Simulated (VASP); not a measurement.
A run of VASP 6.6.1 is set up as follows.

INCAR

```
  ALGO = Normal
  EDIFF = 1E-7
  ENCUT = 520
  ISIF = 2
  ISMEAR = 0
  LASPH = True
  LCHARG = True
  LELF = True
  LREAL = False
  LVHAR = True
  LWAVE = False
  NBANDS = 18
  NELM = 60
  PREC = Accurate
  SIGMA = 0.05
```

File KPOINTS:

```
k-points
0
Gamma
  8 8 8
```

Contents of POSCAR:

```
HfO2
1.0
    0.0000000000      2.9411250000      2.5575000000
    2.5575000000      0.0000000000      2.5575000000
    2.5575000000      2.9411250000      0.0000000000
Hf O
1 2
Direct
    0.0000000000      0.0000000000      0.0000000000
    0.2500000000      0.2500000000      0.2500000000
    0.7500000000      0.7500000000      0.7500000000
```

Potentials or basis: VASP PAW LDA potentials, release 64 (Hf_pv, O).

Command:

```sh
$ cat potpaw_LDA.64/Hf_pv/POTCAR potpaw_LDA.64/O/POTCAR > POTCAR
$ mpirun -np 1 vasp_std > vasp.out
```

(1) Estimate the pressure.

(2) Estimate the band gap on the k mesh.

## Answers

(1) -38.7 GPa.

(2) 1.40 eV, indirect (least direct gap 1.89 eV).

Caveat: the cell differs from its parent crystal (strain +0.1500 x Voigt [0, 1, 0, 0, 0, 0]); spin-orbit coupling is left out, which moves the levels of the heavy elements.
